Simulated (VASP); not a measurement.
Runs of VASP 6.6.1 on Cu. The structure is that of space group I4/mmm (No. 139), or close to it. The cells are those of the table. 

```csv
cell,gap on the mesh (eV),pressure (GPa)
"a = 2.343, b = 2.343, c = 2.460 Å, angles 58.3, 58.3, 63.3°, 1 atom",none,(a)
"a = 2.325, b = 2.325, c = 2.822 Å, angles 52.6, 52.6, 74.7°, 1 atom",none,48.6
"a = 2.321, b = 2.321, c = 2.546 Å, angles 56.7, 56.7, 66.5°, 1 atom",none,46.7
"a = 2.609, b = 2.609, c = 2.740 Å, angles 58.3, 58.3, 63.3°, 1 atom",none,-15.8
"a = 2.585, b = 2.585, c = 2.835 Å, angles 56.7, 56.7, 66.5°, 1 atom",none,-15.9
"a = 2.700, b = 2.700, c = 2.558 Å, angles 61.7, 61.7, 56.5°, 1 atom",none,-15.8
```

Alike in all rows: task single point; level PBEsol; potentials or basis VASP PAW PBE potentials, release 64 (Cu); no spin polarisation; k mesh 24 × 24 × 24; cutoff (eV) 520; smearing gaussian 0.15 eV.

Q: Fill in the values left out.

A: (a) 46.4.

Caveats: the PAW data sets were made with another functional, which shifts forces and pressure a little.

A gap of «none» marks levels without a gap at the run's occupations.
